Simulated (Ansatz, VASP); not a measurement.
Si: VASP beside Ansatz

```
Si
1.0
     5.43285    0.00000    0.00000
     0.00000    2.71643   -2.71643
     2.03732    8.82839    7.47017
Si
12
Direct
  0.40626 0.93750 0.24998
  0.84376 0.39584 0.41665
  0.28126 0.85417 0.58332
  0.71876 0.31250 0.74998
  0.15626 0.77084 0.91665
  0.96876 0.47917 0.08332
  0.59376 0.89584 0.41665
  0.03126 0.35417 0.58332
  0.46876 0.81250 0.74998
  0.90626 0.27084 0.91665
  0.71876 0.97917 0.08332
  0.15626 0.43750 0.24998
```

Alike in both runs: task single point; functional PBEsol; k mesh 6 × 9 × 3; occupations gaussian, width 0.05 eV; no spin polarisation.

|  | VASP | Ansatz |
| --- | --- | --- |
| version | VASP 6.6.1 | Ansatz 0.2.0 |
| potentials or method | VASP PAW PBE potentials, release 64 (Si), cutoff 520 eV | scalar-relativistic, plane waves, PAW |
| valence electrons in the cell | 48 | 48 |

Ansatz gave:

- gap on the k mesh at the Fermi level (eV): none
- pressure (GPa): 2.4
- traceless stress, the component that is largest in VASP (GPa): 2.32
- rms of the force components (eV/Å): 0.942

Problem. What did VASP give for the same quantities?

Solution. gap on the k mesh at the Fermi level (eV): none; pressure (GPa): 2.5; traceless stress, the component that is largest in VASP (GPa): 2.30; rms of the force components (eV/Å): 0.939.

VASP's potentials were made for PBE, not for PBEsol, and Ansatz warns of the same on its side. Atom by atom the forces differ by 0.004 eV/Å (rms over components). A gap of «none» marks a metal or a gap that the smearing closes.
